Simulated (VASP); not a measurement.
Set up this calculation in VASP 6.6.1, as the native input.

- Task: single point
- Functional: PBE
- Potentials or basis: VASP PAW PBE potentials, release 64 (Li_sv, Cl)
- Cutoff: 520 eV
- k mesh: 8 × 8 × 8
- Occupations: gaussian, width 0.05 eV
- Spin: no spin polarisation
- Dipole correction: no
- Further INCAR settings: ALGO = Normal; EDIFF = 1e-06; NBANDS = 12

The structure of LiCl lies in POSCAR:

```
LiCl
1.0
    0.0000000000      2.6673504000      2.3595792000
    2.6673504000      0.0000000000      2.3595792000
    2.6673504000      2.6673504000      0.0000000000
Li Cl
1 1
Direct
    0.0000000000      0.0000000000      0.0000000000
    0.5000000000      0.5000000000      0.5000000000
```

This cell differs from its parent crystal: strain +0.040 along x and y, -0.080 along z.

The input as run:

INCAR

```
SYSTEM = LiCl
ALGO     = Normal         ! electronic algorithm
EDIFF    = 1E-6           ! SCF threshold, eV
ENCUT    = 520            ! plane-wave cutoff, eV
GGA      = PE             ! functional
ISIF     = 2              ! what is computed and relaxed
ISMEAR   = 0              ! smearing method
LASPH    = .True.         ! aspherical terms in the spheres
LCHARG   = .False.        ! write CHGCAR
LREAL    = .False.        ! projectors in reciprocal space
LWAVE    = .False.        ! write WAVECAR
NBANDS   = 12             ! bands
NELM     = 60             ! most SCF steps
PREC     = Accurate       ! precision mode
SIGMA    = 0.05           ! smearing width, eV
```

KPOINTS

```
k-points
0
Gamma
  8 8 8
  0 0 0
```

Potentials or basis: VASP PAW PBE potentials, release 64 (Li_sv, Cl).

Launch:

```console
$ cat potpaw_PBE.64/Li_sv/POTCAR potpaw_PBE.64/Cl/POTCAR > POTCAR
$ mpirun -np 1 vasp_std > vasp.out
```

Results of the run:

```yaml
Band_gap_on_the_k_mesh: 6.25 eV, direct
```

Caveat: the cell differs from its parent crystal (strain +0.040 along x and y, -0.080 along z).

Run time: 15 s on 1 thread of Intel(R) Xeon(R) Platinum 8488C (Sapphire Rapids), with other jobs on the host, peak memory 0.16 GiB.
